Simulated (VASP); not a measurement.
# Ba2Hf (P6/mmm) in VASP: relaxation of cell and atoms with PBE

Aim: the relaxation of cell and atoms of Ba2Hf with PBE.

All numbers are computed with VASP 6.6.1; they aren't measurements. Logs are shortened: lines on timing, memory, paths and dates and some standing lists are left out, and cuts for length are marked.

## (1) The cell of the first run

The structure is hexagonal, space group P6/mmm (No. 191). The conventional cell has a = 6.239 Å, b = 6.239 Å, c = 3.472 Å, α = 90.00°, β = 90.00°, γ = 120.00°. Within 4.6 Å of Ba (site symmetry -6m2) lie 5 Ba at 3.47 to 3.60 Å and 6 Hf at 4.00 Å. Hf (site symmetry 6/mmm) has 2 Hf at 3.47 Å and 12 Ba at 4.00 Å within 4.6 Å.

## (2) Relaxation of cell and atoms, PBE

INCAR

```
  PREC = Accurate
  ENCUT = 600
  EDIFF = 1E-6
  ISMEAR = 0
  SIGMA = 0.1
  LREAL = F
  LASPH = T
  NELM = 100
  ALGO = Fast
  ISIF = 3
  LWAVE = F
  LCHARG = F
  GGA = PE
  IBRION = 2
  NSW = 100
  EDIFFG = -0.01
```

KPOINTS

```
regular mesh
0
Gamma
  12 12 14
```

POSCAR

```
Ba2Hf
1.0
    6.2388290580      0.0000000000      0.0000000000
   -3.1194145290      5.4029844541      0.0000000000
    0.0000000000      0.0000000000      3.4722113333
Ba Hf
2 1
Direct
    0.3333333333      0.6666666667      0.5000000000
    0.6666666667      0.3333333333      0.5000000000
    0.0000000000      0.0000000000      0.0000000000
```

Potentials or basis: VASP PAW PBE potentials, release 64 (Ba_sv, Hf_pv).

Command:

```bash
> cat potpaw_PBE.64/Ba_sv/POTCAR potpaw_PBE.64/Hf_pv/POTCAR > POTCAR
> mpirun -np 1 vasp_std > vasp.out
```

OUTCAR:

```text
PREC = Accurate
   ENCUT = 600
   EDIFF = 1E-6
   ISMEAR = 0
   LREAL = F
   LASPH = T
   NELM = 100
   ISIF = 3
   GGA = PE
   IBRION = 2
   NSW = 100
   EDIFFG = -0.01

 ion  position               nearest neighbor table
   1  0.333  0.667  0.500-   2 3.60   2 3.60   2 3.60   3 4.00   3 4.00   3 4.00   3 4.00   3 4.00
                             3 4.00
   2  0.667  0.333  0.500-   1 3.60   1 3.60   1 3.60   3 4.00   3 4.00   3 4.00   3 4.00   3 4.00
                             3 4.00
   3  0.000  0.000  0.000-   1 4.00   2 4.00   1 4.00   2 4.00   2 4.00   2 4.00   1 4.00   1 4.00
                             2 4.00   2 4.00   1 4.00   1 4.00

  LATTYP: Found a hexagonal cell.
 ALAT       =     6.2388290580
 C/A-ratio  =     0.5565485608

  Lattice vectors:

 A1 = (   6.2388290580,   0.0000000000,   0.0000000000)
 A2 = (  -3.1194145290,   5.4029844541,   0.0000000000)
 A3 = (   0.0000000000,   0.0000000000,   3.4722113333)

Analysis of symmetry for initial positions (statically):
=====================================================================
 Subroutine PRICEL returns:
 Original cell was already a primitive cell.

 Routine SETGRP: Setting up the symmetry group for a
 hexagonal supercell.

 Subroutine GETGRP returns: Found 24 space group operations
 (whereof 24 operations were pure point group operations)
 out of a pool of 24 trial point group operations.

The static configuration has the point symmetry D_6h.

Analysis of symmetry for dynamics (positions and initial velocities):
=====================================================================
 Subroutine PRICEL returns:
 Original cell was already a primitive cell.

 Routine SETGRP: Setting up the symmetry group for a
 hexagonal supercell.

 Subroutine GETGRP returns: Found 24 space group operations
 (whereof 24 operations were pure point group operations)
 out of a pool of 24 trial point group operations.

The dynamic configuration has the point symmetry D_6h.

 Subroutine INISYM returns: Found 24 space group operations
 (whereof 24 operations are pure point group operations),
 and found     1 'primitive' translations

----------------------------------------------------------------------------------------

                                     Primitive cell

  volume of cell :     117.0423

  direct lattice vectors                    reciprocal lattice vectors
     6.238829058  0.000000000  0.000000000     0.160286488  0.092541447  0.000000000
    -3.119414529  5.402984454  0.000000000     0.000000000  0.185082894  0.000000000
     0.000000000  0.000000000  3.472211333     0.000000000  0.000000000  0.288000903

  length of vectors
     6.238829058  6.238829058  3.472211333     0.185082894  0.185082894  0.288000903

  position of ions in fractional coordinates (direct lattice)
     0.333333333  0.666666667  0.500000000
     0.666666667  0.333333333  0.500000000
     0.000000000  0.000000000  0.000000000

  ion indices of the primitive-cell ions
   primitive index   ion index
                 1           1
                 2           2
                 3           3

----------------------------------------------------------------------------------------

 KPOINTS: regular mesh

Automatic generation of k-mesh.
 Grid dimensions read from file:
 generate k-points for:   12   12   14

 Generating k-lattice:

  Cartesian coordinates                     Fractional coordinates (reciprocal lattice)
     0.013357207  0.007711787  0.000000000     0.083333333  0.000000000  0.000000000
     0.000000000  0.015423575  0.000000000     0.000000000  0.083333333  0.000000000
     0.000000000  0.000000000  0.020571493     0.000000000  0.000000000  0.071428571

  Length of vectors
[... 60 lines left out ...]
   NFREE  =      1    steps in history (QN), initial steepest desc. (CG)
   ISIF   =      3    stress and relaxation
   ISYM   =      2    0-nonsym 1-usesym 2-fastsym
   POTIM  = 0.5000    time-step for ionic-motion
   TEBEG  =    0.0;   TEEND  =   0.0 temperature during run
   PSTRESS=    0.0 pullay stress
   NELECT =      30.0000    total number of electrons
   NUPDOWN=      -1.0000    fix difference up-down
   EMIN   =  10.00;   EMAX   =-10.00  energy-range for DOS
   EFERMI =   0.00;   METHOD = LEGACY
   ISMEAR =     0;   SIGMA  =   0.10  broadening in eV -4-tet -1-fermi 0-gaus
   EFERMI_NEDOS =   21; number of points for ismear=-14 and -15
   IALGO  =     68    algorithm
   IMIX   =      4    mixing-type and parameters
     AMIX     =   0.40;   BMIX     =  1.00
     AMIX_MAG =   1.60;   BMIX_MAG =  1.00
  volume/ion in A,a.u.               =      39.01       263.28
  Fermi-wavevector in a.u.,A,eV,Ry     =   1.039922  1.965168 14.713865  1.081439
  Thomas-Fermi vector in A             =   2.174475
   LORBIT       =      0    0 simple, 1 ext, 2 COOP (PROOUT), +10 PAW based schemes
   GGA     = PE    functional components
   LHFCALC =     F    Hartree Fock is set to
   AEXX    =    0.0000 exact exchange contribution
   IVDW    =     0    specifies the selected vdW correction
   LEPSILON=     F    determine dielectric tensor
   LRPA    =     F    only Hartree local field effects (RPA)
 conjugate gradient relaxation of ions
 non-spin polarized calculation
 RMM-DIIS sequential band-by-band and
 Gauss-broadening in eV      SIGMA  =   0.10
  energy-cutoff  :      600.00
  volume of cell :      117.04
 maximum number of plane-waves:      3940
 NGX is ok and might be reduce to    50
   NGX = 25   NGY = 25   NGZ = 13

--------------------------------------- Ionic step        1  -------------------------------------------

 number of electron      29.9999998 magnetization

 Free energy of the ion-electron system (eV)
  ---------------------------------------------------
  ext. energy  EPLUGINS =         0.00000000
  ---------------------------------------------------
  free energy    TOTEN  =       -11.33015506 eV

  energy without entropy =      -11.29754757  energy(sigma->0) =      -11.31385132

------------------------ aborting loop because EDIFF is reached ----------------------------------------

  FORCE on cell =-STRESS in cart. coord.  units (eV):
  Direction    XX          YY          ZZ          XY          YZ          ZX
  --------------------------------------------------------------------------------------
  -------------------------------------------------------------------------------------
  Total       -0.0859640     -0.0859640     -0.0519838      0.0000000      0.0000000      0.0000000
  in kB       -1.1767497     -1.1767497     -0.7115996      0.0000000      0.0000000      0.0000000
  external PRESSURE =      -1.0216997 kB  Pullay stress =       0.0000000 kB

 VOLUME and BASIS-vectors are now :
 -----------------------------------------------------------------------------
  energy-cutoff  :      600.00
  volume of cell :      117.04
      direct lattice vectors                 reciprocal lattice vectors
     6.238829058  0.000000000  0.000000000     0.160286488  0.092541447  0.000000000
    -3.119414529  5.402984454  0.000000000     0.000000000  0.185082894  0.000000000
     0.000000000  0.000000000  3.472211333     0.000000000  0.000000000  0.288000903

 POSITION                                       TOTAL-FORCE (eV/Angst)
 -----------------------------------------------------------------------------------
     -0.00000      3.60199      1.73611        -0.000000      0.000000      0.000000
      3.11941      1.80099      1.73611         0.000000      0.000000     -0.000000
      0.00000      0.00000      0.00000         0.000000      0.000000      0.000000
 -----------------------------------------------------------------------------------
    total drift:                               -0.000000     -0.000000      0.000000

  FREE ENERGIE OF THE ION-ELECTRON SYSTEM (eV)
  ---------------------------------------------------
  free  energy   TOTEN  =       -11.3301550606 eV

  energy  without entropy=      -11.2975475718  energy(sigma->0) =      -11.31385132

--------------------------------------- Ionic step        2  -------------------------------------------

 number of electron      29.9999998 magnetization

 Free energy of the ion-electron system (eV)
  ---------------------------------------------------
  ext. energy  EPLUGINS =         0.00000000
  ---------------------------------------------------
  free energy    TOTEN  =       -11.33034039 eV

  energy without entropy =      -11.29776748  energy(sigma->0) =      -11.31405393

 E-fermi :   2.9165     XC(G=0):  -9.0703

 val. band max:        2.9152084467   @ k =   0.3333   0.0000   0.2143
 cond. band min:       2.9166885856   @ k =   0.0833   0.0833   0.0714
 fundamental gap:      0.0014801389
 Fermi energy:         2.9165444445

 k-point     1 :       0.0000    0.0000    0.0000
  band No.  band energies     occupation
      1     -28.6599      2.00000
      2     -28.6599      2.00000
      3     -28.4291      2.00000
      4     -25.3827      2.00000
      5     -25.1325      2.00000
      6     -11.0205      2.00000
[... 505 lines left out ...]
      6     -11.0743      2.00000
[... 11 lines left out ...]
     18       3.9664      0.00000
     19       4.5126      0.00000

 [... further k-points ...]

------------------------ aborting loop because EDIFF is reached ----------------------------------------

  FORCE on cell =-STRESS in cart. coord.  units (eV):
  Direction    XX          YY          ZZ          XY          YZ          ZX
  --------------------------------------------------------------------------------------
  -------------------------------------------------------------------------------------
  Total       -0.0182278     -0.0182278     -0.0152831      0.0000000     -0.0000000      0.0000000
  in kB       -0.2504188     -0.2504188     -0.2099639      0.0000000     -0.0000000      0.0000000
  external PRESSURE =      -0.2369339 kB  Pullay stress =       0.0000000 kB

 VOLUME and BASIS-vectors are now :
 -----------------------------------------------------------------------------
  energy-cutoff  :      600.00
  volume of cell :      116.62
      direct lattice vectors                 reciprocal lattice vectors
     6.230204646  0.000000000  0.000000000     0.160508371  0.092669551 -0.000000000
    -3.115102323  5.395515494 -0.000000000    -0.000000000  0.185339103 -0.000000000
     0.000000000  0.000000000  3.469308753    -0.000000000  0.000000000  0.288241858

 POSITION                                       TOTAL-FORCE (eV/Angst)
 -----------------------------------------------------------------------------------
     -0.00000      3.59701      1.73465        -0.000000      0.000000     -0.000000
      3.11510      1.79851      1.73465         0.000000     -0.000000      0.000000
      0.00000      0.00000      0.00000        -0.000000      0.000000     -0.000000
 -----------------------------------------------------------------------------------
    total drift:                                0.000000     -0.000000      0.000000

  FREE ENERGIE OF THE ION-ELECTRON SYSTEM (eV)
  ---------------------------------------------------
  free  energy   TOTEN  =       -11.3303403899 eV

  energy  without entropy=      -11.2977674786  energy(sigma->0) =      -11.31405393

 reached required accuracy - stopping structural energy minimisation
```

Wall time 24 min (1 thread of Intel Xeon 8259CL, shared host); peak memory 0.59 GiB.

Results:

| Property | Result |
| --- | --- |
| Free energy | -11.3303 eV |
| Relaxed volume | 38.87 Å³/atom |
| Relaxed cell | a = 6.230 Å, b = 6.230 Å, c = 3.469 Å, α = 90.00°, β = 90.00°, γ = 120.00° |
| Space group after relaxing (to 0.1 Å) | P6/mmm (No. 191) |
| Energy gained by relaxing | 0.1 meV/atom |
| Ionic steps | 2 |
| Pressure after relaxing | 0.0 GPa |
| Band gap on the k mesh | zero (bands 15 and 16 overlap by 0.67 eV) |

Step by step:
```
step  energy change (eV)  largest force (eV/Å)  pressure (GPa)  volume (Å³)
   1              0.0000                0.0000           -0.10       117.04
   2             -0.0002                0.0000           -0.02       116.62
```

Final structure:
```
Ba Hf
1.0
     6.23020    0.00000    0.00000
    -3.11510    5.39552    0.00000
     0.00000    0.00000    3.46931
Ba Hf
2 1
Cartesian
  0.0000 3.5970 1.7347
  3.1151 1.7985 1.7347
  0.0000 0.0000 0.0000
```

Caveat: spin-orbit coupling is left out, which moves the levels of the heavy elements.
